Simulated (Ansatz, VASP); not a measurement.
# MgS: VASP beside Ansatz

File INCAR:

```
SYSTEM = MgS
PREC = Accurate ; ENCUT = 520
EDIFF = 1E-7 ; ISMEAR = 0
SIGMA = 0.1 ; LREAL = .False.
LASPH = .True. ; NELM = 100
ALGO = Normal ; ISIF = 2
LWAVE = .False. ; LCHARG = .False.
GGA = PE ; NBANDS = 11
```

KPOINTS

```
Automatic mesh
0
Gamma
  6 6 6
  0 0 0
```

File POSCAR:

```
MgS
1.0
    3.3908764300      0.0000000000      0.0000000000
   -1.6954382200      2.9365851300      0.0000000000
    0.0000000000      0.0000000000      3.3011706400
Mg S
1 1
Direct
    0.6666666700      0.3333333300      0.5000000000
    0.0000000000      0.0000000000      0.0000000000
```

Input for Ansatz:

```yaml
crystal:
  lattice:
    - [3.39087643, 0.0, 0.0]
    - [-1.69543822, 2.93658513, 0.0]
    - [0.0, 0.0, 3.30117064]
  atoms:
    - { symbol: Mg, position: [0.66666667, 0.33333333, 0.5] }
    - { symbol: S, position: [0.0, 0.0, 0.0] }
basis:
  ecutwfc: 420
kpoints:
  mp_grid: { grid: [6, 6, 6] }
hamiltonian:
  xc: pbe
scf:
  occupations: { method: gaussian, width: 0.1 }
  lower_state_search: "off"
output:
  forces: true
  stress: true
  eigenvalues: true
```

Change from the starting cell: species swapped into the WC type (P-6m2, No. 187).

Alike in both runs: task single point; functional PBE; k mesh 6 × 6 × 6; occupations gaussian, width 0.1 eV; no spin polarisation.

|  | VASP | Ansatz |
| --- | --- | --- |
| version | VASP 6.6.1 | Ansatz 0.2.0 |
| potentials or method | VASP PAW PBE potentials, release 64 (Mg, S), cutoff 520 eV | scalar-relativistic, plane waves, PAW |
| valence electrons in the cell | 8 | 16 |

Ansatz gave:

| Item | Value |
| --- | --- |
| gap on the k mesh at the Fermi level (eV) | 0.58 |
| least direct gap on the mesh (eV) | 1.73 |
| pressure (GPa) | 10.4 |
| traceless stress, the component that is largest in VASP (GPa) | -7.92 |

Task: Which values does VASP return?

Result: gap on the k mesh at the Fermi level (eV): 0.57; least direct gap on the mesh (eV): 1.72; pressure (GPa): 10.1; traceless stress, the component that is largest in VASP (GPa): -7.94.

With one functional, cell and mesh, what is left measures potentials, basis and numerics. VASP's potentials hold 8 valence electrons a cell and Ansatz's 16, so a difference there can come from the potentials and not from the codes.
